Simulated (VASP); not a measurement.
# Ag (Fm-3m) in VASP: notebook, part 2 of 2

VASP 6.6.1.

## Step 3: Single point, PBEsol

INCAR

```
SYSTEM = Ag
ALGO     = Normal         ! electronic algorithm
EDIFF    = 1E-6           ! SCF threshold, eV
ENCUT    = 520            ! plane-wave cutoff, eV
GGA      = PS             ! functional
ISIF     = 2              ! what is computed and relaxed
ISMEAR   = -1             ! smearing method
LASPH    = .True.         ! aspherical terms in the spheres
LCHARG   = .False.        ! write CHGCAR
LREAL    = .False.        ! projectors in reciprocal space
LWAVE    = .False.        ! write WAVECAR
NBANDS   = 12             ! bands
NELM     = 60             ! most SCF steps
PREC     = Accurate       ! precision mode
SIGMA    = 0.15           ! smearing width, eV
```

KPOINTS

```
k-points
0
Gamma
  20 20 20
  0 0 0
```

POSCAR

```
Ag
1.0
    0.0000000000      2.0272056335      2.0272056335
    2.0272056335      0.0000000000      2.0272056335
    2.0272056335      2.0272056335      0.0000000000
Ag
1
Direct
    0.0000000000      0.0000000000      0.0000000000
```

Potentials or basis: VASP PAW PBE potentials, release 64 (Ag).

Started as:

```bash
> cat potpaw_PBE.64/Ag/POTCAR > POTCAR
> mpirun -np 1 vasp_std > vasp.out
```

Wall time 16 s (1 thread of Intel Xeon Platinum 8559C (Emerald Rapids), shared host); peak memory 0.17 GiB.

It converged, with:

```
Free energy : -3.3198 eV
Pressure    : -0.2 GPa
```

Levels at points of the mesh, in eV from the Fermi level:
```tsv
k point	band 3	band 4	band 5	band 6	band 7	band 8	band 9	band 10
(0.00, 0.00, 0.00)	-4.86	-4.86	-3.77	-3.77	16.03	19.74	19.74	19.74
(0.50, 0.00, 0.00)	-4.88	-2.94	-2.94	-0.53	3.71	15.27	18.05	18.05
(0.50, 0.50, 0.00)	-2.97	-2.72	-2.72	1.52	6.89	10.72	10.72	17.44
```

Caveat: the PAW data sets were made with another functional, which shifts forces and pressure a little.

## Step 4: Relaxation of cell and atoms, PBEsol

INCAR

```
ALGO = Fast
EDIFF = 1E-6
EDIFFG = -0.001
ENCUT = 600
GGA = PS
IBRION = 2
ISIF = 3
ISMEAR = -1
LASPH = True
LCHARG = False
LREAL = False
LWAVE = False
NELM = 60
NSW = 80
PREC = Accurate
SIGMA = 0.15
```

KPOINTS

```
k-points
0
Gamma
  20 20 20
```

POSCAR is that of step 3.

Potentials or basis: VASP PAW PBE potentials, release 64 (Ag).

Started as:

```bash
> cat potpaw_PBE.64/Ag/POTCAR > POTCAR
> mpirun -np 1 vasp_std > vasp.out
```

OUTCAR:

```text
EDIFF = 1E-6
   EDIFFG = -0.001
   ENCUT = 600
   GGA = PS
   IBRION = 2
   ISIF = 3
   ISMEAR = -1
   LASPH = True
   LREAL = False
   NELM = 60
   NSW = 80
   PREC = Accurate

 ion  position               nearest neighbor table
   1  0.000  0.000  0.000-

  LATTYP: Found a face centered cubic cell.
 ALAT       =     4.0544112670

  Lattice vectors:

 A1 = (   0.0000000000,   2.0272056335,   2.0272056335)
 A2 = (   2.0272056335,   0.0000000000,   2.0272056335)
 A3 = (   2.0272056335,   2.0272056335,   0.0000000000)

Analysis of symmetry for initial positions (statically):
=====================================================================
 Subroutine PRICEL returns:
 Original cell was already a primitive cell.

[... 314 lines left out ...]
  free energy    TOTEN  =        -3.31993780 eV

  energy without entropy =       -3.30207824  energy(sigma->0) =       -3.31100802

 E-fermi :   8.5895     XC(G=0): -12.5631

 val. band max:        8.5388984903   @ k =   0.5000   0.3500   0.1500
 cond. band min:       8.6309471354   @ k =   0.5000   0.1000   0.0000
 fundamental gap:      0.0920486451
 Fermi energy:         8.5895068563

 k-point     1 :       0.0000    0.0000    0.0000
  band No.  band energies     occupation
      1       0.5677      2.00000
      2       3.7214      2.00000
      3       3.7214      2.00000
      4       3.7214      2.00000
      5       4.8158      2.00000
      6       4.8158      2.00000
      7      24.6239      0.00000
      8      28.3460      0.00000
      9      28.3460      0.00000
[... 265 lines left out ...]
 k-point    24 :      -0.3500    0.0500    0.0000
  band No.  band energies     occupation
      1       2.1732      2.00000
      2       3.7782      2.00000
      3       3.8215      2.00000
      4       5.1066      2.00000
      5       5.2792      2.00000
      6       6.2210      2.00000
      7      15.5232      0.00000
      8      24.2233      0.00000
      9      26.3654      0.00000

 [... further k-points ...]
[... 5 lines left out ...]
  --------------------------------------------------------------------------------------
  -------------------------------------------------------------------------------------
  Total        0.0007141      0.0007141      0.0007141      0.0000000      0.0000000      0.0000000
  in kB        0.0688181      0.0688181      0.0688181      0.0000000      0.0000000      0.0000000
  external PRESSURE =       0.0688181 kB  Pullay stress =       0.0000000 kB
[... 16 lines left out ...]
  FREE ENERGIE OF THE ION-ELECTRON SYSTEM (eV)
  ---------------------------------------------------
  free  energy   TOTEN  =        -3.3199378038 eV

  energy  without entropy=       -3.3020782377  energy(sigma->0) =       -3.31100802

 reached required accuracy - stopping structural energy minimisation
```

OSZICAR:

```text
N       E                     dE             d eps       ncg     rms          rms(c)
DAV:   1     0.484761502403E+02    0.48476E+02   -0.63320E+03  4688   0.126E+03
DAV:   2    -0.326799606668E+01   -0.51744E+02   -0.49490E+02  4709   0.220E+02
DAV:   3    -0.367879899688E+01   -0.41080E+00   -0.41062E+00  5370   0.242E+01
[... 28 lines left out ...]
   4 F= -.33199365E+01 E0= -.33110078E+01  d E =-.237358E-04
       N       E                     dE             d eps       ncg     rms          rms(c)
DAV:   1    -0.331994949017E+01   -0.13184E-04   -0.22904E-04  4875   0.187E-01    0.224E-02
RMM:   2    -0.331993810721E+01    0.11383E-04   -0.24881E-05  4603   0.571E-02    0.628E-03
RMM:   3    -0.331993780380E+01    0.30341E-06   -0.58152E-07  2361   0.989E-03
   5 F= -.33199378E+01 E0= -.33110080E+01  d E =-.250828E-04
```

CONTCAR:

```text
Ag
   1.00000000000000
     0.0000000000000000    2.0257618503176955    2.0257618503176955
     2.0257618503176955    0.0000000000000000    2.0257618503176955
     2.0257618503176955    2.0257618503176955    0.0000000000000000
  Ag
     1
Direct
     0.0000000000000000    0.0000000000000000    0.0000000000000000

  0.00000000E+00  0.00000000E+00  0.00000000E+00
```

Run time: 36 s. Hardware: 1 thread of Intel Xeon Platinum 8559C (Emerald Rapids), shared host; peak memory 0.19 GiB.

Results:

* Free energy: -3.3199 eV
* Relaxed volume: 16.63 Å³/atom
* Relaxed cell: a = 2.865 Å, b = 2.865 Å, c = 2.865 Å, α = 60.00°, β = 60.00°, γ = 60.00°
* Space group after relaxing (to 0.05 Å): Fm-3m (No. 225)
* Energy gained by relaxing: 0.0 meV/atom
* Ionic steps: 5
* Pressure after relaxing: 0.0 GPa

Final structure:
```
CELL_PARAMETERS angstrom
0.00000 2.02576 2.02576
2.02576 0.00000 2.02576
2.02576 2.02576 0.00000
ATOMIC_POSITIONS crystal
Ag 0.00000 0.00000 0.00000
```

Caveat: the PAW data sets were made with another functional, which shifts forces and pressure a little.

## Step 5: Single point, PBEsol

This run uses another cell than the first one, of 17.05 Å³/atom, 1.023 times its volume.

INCAR

```
SYSTEM = Ag
ALGO = Fast ; EDIFF = 1E-7
ENCUT = 520 ; GGA = PS
ISIF = 2 ; ISMEAR = 0
LASPH = .TRUE. ; LCHARG = .TRUE.
LELF = .TRUE. ; LREAL = .FALSE.
LVHAR = .TRUE. ; LWAVE = .FALSE.
NBANDS = 12 ; NELM = 100
PREC = Accurate ; SIGMA = 0.1
```

KPOINTS

```
k-points
0
G
  8 8 8
  0 0 0
```

POSCAR

```
Ag
1.0
    0.0000000000      2.0427500000      2.0427500000
    2.0427500000      0.0000000000      2.0427500000
    2.0427500000      2.0427500000      0.0000000000
Ag
1
Direct
    0.0000000000      0.0000000000      0.0000000000
```

Started as:

```bash
> cat potpaw_PBE.64/Ag/POTCAR > POTCAR
> mpirun -np 1 vasp_std > vasp.out
```

Wall time 4.6 s (1 thread of Intel Xeon Platinum 8559C (Emerald Rapids), shared host); peak memory 0.13 GiB.

The run converged. Its results:

- Free energy: -3.2763 eV
- Pressure: -2.2 GPa

Levels at points of the mesh, in eV from the Fermi level:
```tsv
k point	band 4	band 5	band 6	band 7	band 8	band 9
(0.00, 0.00, 0.00)	-4.56	-3.51	-3.51	16.19	19.77	19.77
(0.50, 0.00, 0.00)	-2.71	-2.71	-0.25	3.79	15.43	18.02
(0.50, 0.50, 0.00)	-2.50	-2.50	1.75	6.93	10.81	10.81
```

Caveat: the PAW data sets were made with another functional, which shifts forces and pressure a little.

## Step 6: Single point, PBEsol

INCAR

```
SYSTEM = Ag
  ALGO = Fast
  EDIFF = 1E-7
  ENCUT = 520
  GGA = PS
  ISIF = 2
  ISMEAR = 0
  LASPH = .TRUE.
  LCHARG = .FALSE.
  LREAL = .FALSE.
  LWAVE = .FALSE.
  NBANDS = 12
  NELM = 100
  PREC = Accurate
  SIGMA = 0.1
```

KPOINTS

```
k-points
0
G
  18 18 18
  0 0 0
```

POSCAR

```
Ag
1.0
    0.0000000000      2.0272056337      2.0272056337
    2.0272056337      0.0000000000      2.0272056337
    2.0272056337      2.0272056337      0.0000000000
Ag
1
Direct
    0.0000000000      0.0000000000      0.0000000000
```

Potentials or basis: VASP PAW PBE potentials, release 64 (Ag).

Started as:

```bash
> cat potpaw_PBE.64/Ag/POTCAR > POTCAR
> mpirun -np 1 vasp_std > vasp.out
```

It took 17 s on 1 thread of Intel Xeon Platinum 8559C (Emerald Rapids), shared host; peak memory 0.16 GiB.

The run converged. Its results:

| Property | Result |
| --- | --- |
| Free energy | -3.3121 eV |
| Pressure | -0.3 GPa |

Levels at points of the mesh, in eV from the Fermi level:
| k point | band 3 | band 4 | band 5 | band 6 | band 7 | band 8 | band 9 | band 10 |
| --- | --- | --- | --- | --- | --- | --- | --- | --- |
| (0.00, 0.00, 0.00) | -4.81 | -4.81 | -3.71 | -3.71 | 16.08 | 19.79 | 19.79 | 19.79 |
| (0.50, 0.00, 0.00) | -4.83 | -2.88 | -2.88 | -0.47 | 3.76 | 15.32 | 18.10 | 18.10 |
| (0.50, 0.50, 0.00) | -2.91 | -2.67 | -2.67 | 1.57 | 6.95 | 10.77 | 10.77 | 17.49 |

Caveat: the PAW data sets were made with another functional, which shifts forces and pressure a little.

## Step 7: Overview

```tsv
task	cell	k mesh	cutoff (eV)	smearing	gap on the mesh (eV)	pressure (GPa)
single point	a = 2.867 Å, angles 60.0°, 1 atom	18 × 18 × 18	520	gaussian 0.1 eV	none	-0.3
single point	a = 2.867 Å, angles 60.0°, 1 atom	20 × 20 × 20	520	fermi-dirac 0.15 eV	none	-0.2
relaxation of cell and atoms	relaxed from a = 2.867 Å, angles 60.0°, 1 atom	20 × 20 × 20	600	fermi-dirac 0.15 eV	none	0.0
single point	a = 2.889 Å, angles 60.0°, 1 atom	8 × 8 × 8	520	gaussian 0.1 eV	none	-2.2
```

Alike in all rows: level PBEsol; potentials or basis VASP PAW PBE potentials, release 64 (Ag); no spin polarisation.

Caveats: the PAW data sets were made with another functional, which shifts forces and pressure a little.

Absolute energies hang on the potentials; compare differences alone.
